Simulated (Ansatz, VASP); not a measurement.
Two plane-wave programs on BiP

Contents of INCAR:

```
SYSTEM = BiP
ALGO = Normal
EDIFF = 1E-7
EDIFFG = -0.005
ENCUT = 600
GGA = PE
IBRION = 2
ISIF = 3
ISMEAR = -1
LASPH = .True.
LCHARG = .False.
LREAL = .False.
LWAVE = .False.
NELM = 80
NSW = 100
PREC = Accurate
SIGMA = 0.05
```

KPOINTS

```
k-points
0
Gamma
  12 12 12
  0 0 0
```

POSCAR

```
BiP
1.0
    0.0000000000      2.6516300699      2.6516300699
    2.6516300699      0.0000000000      2.6516300699
    2.6516300699      2.6516300699      0.0000000000
Bi P
1 1
Direct
    0.0000000000      0.0000000000      0.0000000000
    0.5000000000      0.5000000000      0.5000000000
```

Input for Ansatz:

```yaml
crystal:
  lattice:
    - [0.0, 2.6516300699, 2.6516300699]
    - [2.6516300699, 0.0, 2.6516300699]
    - [2.6516300699, 2.6516300699, 0.0]
  atoms:
    - { symbol: Bi, position: [0.0, 0.0, 0.0] }
    - { symbol: P, position: [0.5, 0.5, 0.5] }
kpoints:
  mp_grid: { grid: [12, 12, 12] }
scf:
  occupations: { method: fermi_dirac, width: 0.05 }
hamiltonian:
  xc: pbe
  pseudopotentials: { kind: paw }
output:
  forces: true
  stress: true
relax:
  f_tol: 0.005
  max_steps: 80
  cell: {}
```

Alike in both runs: task relaxation of cell and atoms; functional PBE; k mesh 12 × 12 × 12; occupations fermi-dirac, width 0.05 eV; no spin polarisation.

```csv
,VASP,Ansatz
version,VASP 6.6.1,Ansatz 0.2.0
potentials or method,"VASP PAW PBE potentials, release 64 (Bi_d, P)","PAW with Ansatz's default frozen-core files, scalar-relativistic"
plane-wave cutoff (eV),600,420
valence electrons in the cell,20,20
```

|  | VASP | Ansatz | Ansatz less VASP |
| --- | --- | --- | --- |
| relaxed volume (Å³/atom) | 25.00 | 25.00 | +0.001 |
| relaxed cell length with the largest relative difference (Å) | 4.135 | 4.135 | +0.0001 |

Neither program's run includes spin-orbit coupling. Noted on VASP's run: the volume moved by over 15 % at a fixed basis, so the end points are rough.
